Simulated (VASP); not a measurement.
# CsSnI3 (R3m) in VASP: relaxation of cell and atoms with r2SCAN+D3(BJ)

Aim: the relaxation of cell and atoms of CsSnI3 with r2SCAN+D3(BJ).

Program: VASP 6.6.1. These are calculated values, not measurements. Logs are shortened: lines on timing, memory, paths and dates and some standing lists are left out, and cuts for length are marked.

**1. The cell of the first run**

The structure is trigonal, space group R3m (No. 160). The conventional cell has a = 8.551 Å, b = 8.551 Å, c = 10.855 Å, α = 90.00°, β = 90.00°, γ = 120.00°. Within 3.7 Å of I (site symmetry m) lie 2 Sn at 2.82 to 3.33 Å. Within 5.8 Å of Cs (site symmetry 3m) lie 12 I at 4.28 to 4.41 Å and 8 Sn at 5.11 to 5.75 Å. Sn (site symmetry 3m) has 6 I at 2.82 to 3.33 Å within 3.7 Å.

**2. Relaxation of cell and atoms, r2SCAN+D3(BJ)**

POSCAR

```
CsSnI3
1.0
    4.2755620000      2.4684920000      3.6182320000
   -4.2755620000      2.4684920000      3.6182320000
    0.0000000000     -4.9369950000      3.6182320000
I Cs Sn
3 1 1
Direct
    0.5069300000      0.9987400000      0.5069300000
    0.5069300000      0.5069300000      0.9987400000
    0.9987400000      0.5069300000      0.5069300000
    0.0100000000      0.0100000000      0.0100000000
    0.5394300000      0.5394300000      0.5394300000
```

INCAR.step1

```
SYSTEM = CsSnI3
PREC = Accurate ; ENCUT = 600
ISMEAR = 0 ; SIGMA = 0.2181
LREAL = .FALSE. ; LASPH = .TRUE.
NELM = 80 ; GGA = PE
ALGO = Normal ; EDIFF = 1E-4
LWAVE = .TRUE. ; LCHARG = .FALSE.
```

INCAR.step2

```
SYSTEM = CsSnI3
PREC = Accurate ; ENCUT = 600
EDIFF = 1E-7 ; ISMEAR = 0
SIGMA = 0.2181 ; LREAL = .FALSE.
LASPH = .TRUE. ; NELM = 80
ALGO = Normal ; ISIF = 3
LWAVE = .FALSE. ; LCHARG = .FALSE.
METAGGA = R2SCAN ; LMIXTAU = .TRUE.
IVDW = 12 ; VDW_S6 = 1.0
VDW_S8 = 0.78981345 ; VDW_A1 = 0.49484001
VDW_A2 = 5.73083694 ; IBRION = 2
NSW = 60 ; EDIFFG = -0.01
ISTART = 1
```

KPOINTS

```
regular mesh
0
G
  3 3 3
  0 0 0
```

Potentials or basis: VASP PAW PBE potentials, release 64 (I, Cs_sv, Sn_d).

On the command line:

```sh
$ cat potpaw_PBE.64/I/POTCAR potpaw_PBE.64/Cs_sv/POTCAR potpaw_PBE.64/Sn_d/POTCAR > POTCAR
$ cp INCAR.step1 INCAR
$ mpirun -np 1 vasp_std > vasp.out
$ cp INCAR.step2 INCAR
$ mpirun -np 1 vasp_std > vasp.out
```

OUTCAR:

```text
SYSTEM = CsSnI3
   PREC = Accurate
   ENCUT = 600
   EDIFF = 1E-7
   ISMEAR = 0
   LREAL = .FALSE.
   LASPH = .TRUE.
   NELM = 80
   ISIF = 3
   METAGGA = R2SCAN
   IVDW = 12
   IBRION = 2
   NSW = 60
   EDIFFG = -0.01
   ISTART = 1
 IVDW          = 12

 ion  position               nearest neighbor table
   1  0.507  0.999  0.507-   5 2.82   5 3.33
   2  0.507  0.507  0.999-   5 2.82   5 3.33
   3  0.999  0.507  0.507-   5 2.82   5 3.33
   4  0.010  0.010  0.010-
   5  0.539  0.539  0.539-   1 2.82   3 2.82   2 2.82   1 3.33   3 3.33   2 3.33

  LATTYP: Found a trigonal (rhomboedric) cell.
 ALAT       =     6.1209056500
 COS(alpha) =     0.0241455601

  Lattice vectors:

 A1 = (   4.2755620000,   2.4684920000,   3.6182320000)
 A2 = (  -4.2755620000,   2.4684920000,   3.6182320000)
 A3 = (   0.0000000000,  -4.9369950000,   3.6182320000)

Analysis of symmetry for initial positions (statically):
=====================================================================
 Subroutine PRICEL returns:
 Original cell was already a primitive cell.

 Routine SETGRP: Setting up the symmetry group for a
 trigonal (rhombohedral) supercell.

 Subroutine GETGRP returns: Found  6 space group operations
 (whereof  6 operations were pure point group operations)
 out of a pool of 12 trial point group operations.

The static configuration has the point symmetry C_3v.

Analysis of symmetry for dynamics (positions and initial velocities):
=====================================================================
 Subroutine PRICEL returns:
 Original cell was already a primitive cell.

 Routine SETGRP: Setting up the symmetry group for a
 trigonal (rhombohedral) supercell.

 Subroutine GETGRP returns: Found  6 space group operations
 (whereof  6 operations were pure point group operations)
 out of a pool of 12 trial point group operations.

The dynamic configuration has the point symmetry C_3v.

 Subroutine INISYM returns: Found  6 space group operations
 (whereof  6 operations are pure point group operations),
 and found     1 'primitive' translations

----------------------------------------------------------------------------------------

                                     Primitive cell

  volume of cell :     229.1254

  direct lattice vectors                    reciprocal lattice vectors
     4.275562000  2.468492000  3.618232000     0.116943691  0.067517504  0.092126094
    -4.275562000  2.468492000  3.618232000    -0.116943691  0.067517504  0.092126094
     0.000000000 -4.936995000  3.618232000     0.000000000 -0.135035009  0.092125889

  length of vectors
     6.120905650  6.120905650  6.120908628     0.163467603  0.163467603  0.163467528

  position of ions in fractional coordinates (direct lattice)
     0.506930000  0.998740000  0.506930000
     0.506930000  0.506930000  0.998740000
     0.998740000  0.506930000  0.506930000
     0.010000000  0.010000000  0.010000000
     0.539430000  0.539430000  0.539430000

  ion indices of the primitive-cell ions
   primitive index   ion index
                 1           1
                 2           2
                 3           3
                 4           4
                 5           5

----------------------------------------------------------------------------------------

 KPOINTS: regular mesh

Automatic generation of k-mesh.
 Grid dimensions read from file:
 generate k-points for:    3    3    3

 Generating k-lattice:

  Cartesian coordinates                     Fractional coordinates (reciprocal lattice)
     0.038981230  0.022505835  0.030708698     0.333333333  0.000000000  0.000000000
    -0.038981230  0.022505835  0.030708698     0.000000000  0.333333333  0.000000000
     0.000000000 -0.045011670  0.030708630     0.000000000  0.000000000  0.333333333

  Length of vectors
     0.054489201  0.054489201  0.054489176

  Shift w.r.t. Gamma in fractional coordinates (k-lattice)
     0.000000000  0.000000000  0.000000000

 Subroutine IBZKPT returns following result:
 ===========================================

 Found      6 irreducible k-points:

 Following reciprocal coordinates:
            Coordinates               Weight
  0.000000  0.000000  0.000000      1.000000
  0.333333 -0.000000 -0.000000      6.000000
  0.333333  0.333333  0.000000      6.000000
 -0.333333  0.333333  0.000000      6.000000
  0.333333  0.333333  0.333333      2.000000
 -0.333333  0.333333  0.333333      6.000000
   k-points           NKPTS =      6   k-points in BZ     NKDIM =      6   number of bands    NBANDS=     26
   number of dos      NEDOS =    301   number of ions     NIONS =      5
   total plane-waves  NPLWV = 125000
   dimension x,y,z NGX =    50 NGY =   50 NGZ =   50
   dimension x,y,z NGXF=   100 NGYF=  100 NGZF=  100
   ions per type =               3   1   1
   NGX,Y,Z   is equivalent  to a cutoff of  13.58, 13.58, 13.58 a.u.
   NGXF,Y,Z  is equivalent  to a cutoff of  27.16, 27.16, 27.16 a.u.
 SYSTEM =  CsSnI3
   PREC   = accura    normal or accurate (medium, high low for compatibility)
   ISTART =      1    job   : 0-new  1-cont  2-samecut
   ICHARG =      0    charge: 1-file 2-atom 10-const
   ISPIN  =      1    spin polarized calculation?
   LNONCOLLINEAR =      F non collinear calculations
   LSORBIT =      F    spin-orbit coupling
   LASPH  =      T    aspherical Exc in radial PAW
   ENCUT  =  600.0 eV  44.10 Ry    6.64 a.u.  12.22 12.22 12.22*2*pi/ulx,y,z
   NELM   =     80;   NELMIN=  2; NELMDL=  0     # of ELM steps
   EDIFF  = 0.1E-06   stopping-criterion for ELM
   LREAL  =      F    real-space projection
   EDIFFG = -.1E-01   stopping-criterion for IOM
   NSW    =     60    number of steps for IOM
   IBRION =      2    ionic relax: 0-MD 1-quasi-New 2-CG
   NFREE  =      1    steps in history (QN), initial steepest desc. (CG)
   ISIF   =      3    stress and relaxation
   ISYM   =      2    0-nonsym 1-usesym 2-fastsym
   POTIM  = 0.5000    time-step for ionic-motion
   TEBEG  =    0.0;   TEEND  =   0.0 temperature during run
   PSTRESS=    0.0 pullay stress
   NELECT =      44.0000    total number of electrons
   NUPDOWN=      -1.0000    fix difference up-down
   EMIN   =  10.00;   EMAX   =-10.00  energy-range for DOS
   EFERMI =   0.00;   METHOD = LEGACY
   ISMEAR =     0;   SIGMA  =   0.22  broadening in eV -4-tet -1-fermi 0-gaus
   EFERMI_NEDOS =   21; number of points for ismear=-14 and -15
   IALGO  =     38    algorithm
   IMIX   =      4    mixing-type and parameters
     AMIX     =   0.40;   BMIX     =  1.00
     AMIX_MAG =   1.60;   BMIX_MAG =  1.00
  volume/ion in A,a.u.               =      45.83       309.24
  Fermi-wavevector in a.u.,A,eV,Ry     =   0.944499  1.784844 12.137452  0.892078
  Thomas-Fermi vector in A             =   2.072309
   LORBIT       =      0    0 simple, 1 ext, 2 COOP (PROOUT), +10 PAW based schemes
   METAGGA = R2SCAN    functional components
   LHFCALC =     F    Hartree Fock is set to
   AEXX    =    0.0000 exact exchange contribution
   IVDW    =    12    specifies the selected vdW correction
   LEPSILON=     F    determine dielectric tensor
   LRPA    =     F    only Hartree local field effects (RPA)
 conjugate gradient relaxation of ions
 non-spin polarized calculation
 Gauss-broadening in eV      SIGMA  =   0.22
  energy-cutoff  :      600.00
  volume of cell :      229.13
 maximum number of plane-waves:      7664
 NGX is ok and might be reduce to    50
   NGX = 25   NGY = 25   NGZ = 25

--------------------------------------- Ionic step        1  -------------------------------------------

 number of electron      43.9999992 magnetization

 Free energy of the ion-electron system (eV)
  ---------------------------------------------------
  ext. energy  EPLUGINS =         0.00000000
  ---------------------------------------------------
  free energy    TOTEN  =      -128.65529415 eV

  energy without entropy =     -128.65529415  energy(sigma->0) =     -128.65529415

------------------------ aborting loop because EDIFF is reached ----------------------------------------

 Edisp (eV)   -0.60389

 E8    (eV) :    -0.2316

  FORCE on cell =-STRESS in cart. coord.  units (eV):
  Direction    XX          YY          ZZ          XY          YZ          ZX
  --------------------------------------------------------------------------------------
  -------------------------------------------------------------------------------------
  Total       2.10591     2.10590     1.40443     0.00000    -0.00000     0.00000
  in kB      14.72571    14.72569     9.82060     0.00000    -0.00001     0.00000
  external pressure =       13.09 kB  Pullay stress =        0.00 kB
[... 106 lines left out ...]
  FREE ENERGIE OF THE ION-ELECTRON SYSTEM (eV)
  ---------------------------------------------------
  free  energy   TOTEN  =      -129.4013621893 eV

  energy  without entropy=     -129.4013621893  energy(sigma->0) =     -129.40136219

[... ionic steps 4 to 11 ...]

--------------------------------------- Ionic step       12  -------------------------------------------

 number of electron      44.0000004 magnetization

------------------------ aborting loop because EDIFF is reached ----------------------------------------

 Edisp (eV)   -0.60237

 E8    (eV) :    -0.2310
[... 75 lines left out ...]
  energy  without entropy=     -129.4899610875  energy(sigma->0) =     -129.48996109

--------------------------------------- Ionic step       14  -------------------------------------------

 number of electron      44.0000003 magnetization

 Free energy of the ion-electron system (eV)
  ---------------------------------------------------
  ext. energy  EPLUGINS =         0.00000000
  ---------------------------------------------------
  free energy    TOTEN  =      -128.89064711 eV

  energy without entropy =     -128.89064711  energy(sigma->0) =     -128.89064711

 E-fermi :   2.6415     XC(G=0):  -8.0687

 val. band max:        1.5694546539   @ k =   0.3333   0.3333   0.3333
 cond. band min:       4.8542891559   @ k =  -0.3333   0.3333   0.3333
 fundamental gap:      3.2848345019
 Fermi energy:         2.6415329552

 k-point     1 :       0.0000    0.0000    0.0000
  band No.  band energies     occupation
      1     -19.9981      2.00000
      2     -19.6773      2.00000
      3     -19.6773      2.00000
      4     -19.6420      2.00000
      5     -19.6419      2.00000
      6     -19.6419      2.00000
[... 199 lines left out ...]
  FREE ENERGIE OF THE ION-ELECTRON SYSTEM (eV)
  ---------------------------------------------------
  free  energy   TOTEN  =      -129.4902562885 eV

  energy  without entropy=     -129.4902562885  energy(sigma->0) =     -129.49025629

 reached required accuracy - stopping structural energy minimisation
```

Wall time 18 min (1 thread of Intel Xeon 6975P-C (Granite Rapids), shared host); peak memory 0.44 GiB.

Results:

```yaml
Free_energy: -129.4903 eV
Relaxed_volume: 46.13 Å³/atom
Relaxed_cell: a = 6.133 Å, b = 6.133 Å, c = 6.133 Å, α = 90.03°, β = 90.03°, γ = 90.03°
Space_group_after_relaxing_to_0.1_Å: Pm-3m (No. 221)
Energy_gained_by_relaxing: 46.2 meV/atom
Ionic_steps: 14
Pressure_after_relaxing: 0.0 GPa
Largest_force_after_relaxing: 0.006 eV/Å
Band_gap_on_the_k_mesh: 3.28 eV
Dispersion_energy_per_atom: -0.120 eV
```

Forces in eV/Å, atoms in the order of the input:
```
I    0.000  0.000  0.001
I    0.000  0.000  0.001
I    0.000  0.000  0.001
Cs   0.000  0.000  0.004
Sn   0.000  0.000 -0.006
```

Step by step:
```tsv
step	energy change (eV)	largest force (eV/Å)	pressure (GPa)	volume (Å³)
1	0.0000	1.2634	1.31	229.13
2	-0.1395	0.4781	-0.30	241.76
3	-0.1422	0.3872	-0.51	243.98
4	-0.1699	0.3561	-0.37	239.81
5	-0.2116	0.2211	0.33	227.58
6	-0.2222	0.0978	0.10	229.60
7	-0.2239	0.0938	-0.01	230.96
8	-0.2239	0.0911	-0.01	230.84
9	-0.2261	0.0746	-0.02	230.96
10	-0.2300	0.0268	-0.05	231.33
11	-0.2304	0.0164	-0.06	231.48
12	-0.2306	0.0109	0.10	229.59
13	-0.2308	0.0131	0.03	230.36
14	-0.2311	0.0065	0.01	230.63
```

Final structure:
```yaml
crystal:
  lattice:
    - [4.33769, 2.50436, 3.53847]
    - [-4.33769, 2.50436, 3.53847]
    - [0.00000, -5.00873, 3.53847]
  atoms:
    - { symbol: I, position: [0.51260, 0.01280, 0.51260] }
    - { symbol: I, position: [0.51260, 0.51260, 0.01280] }
    - { symbol: I, position: [0.01280, 0.51260, 0.51260] }
    - { symbol: Cs, position: [0.01090, 0.01090, 0.01090] }
    - { symbol: Sn, position: [0.51314, 0.51314, 0.51314] }
```

Caveat: the PAW data sets were made with another functional, which shifts forces and pressure a little; spin-orbit coupling is left out, which moves the levels of the heavy elements. A k mesh can miss the band edges.
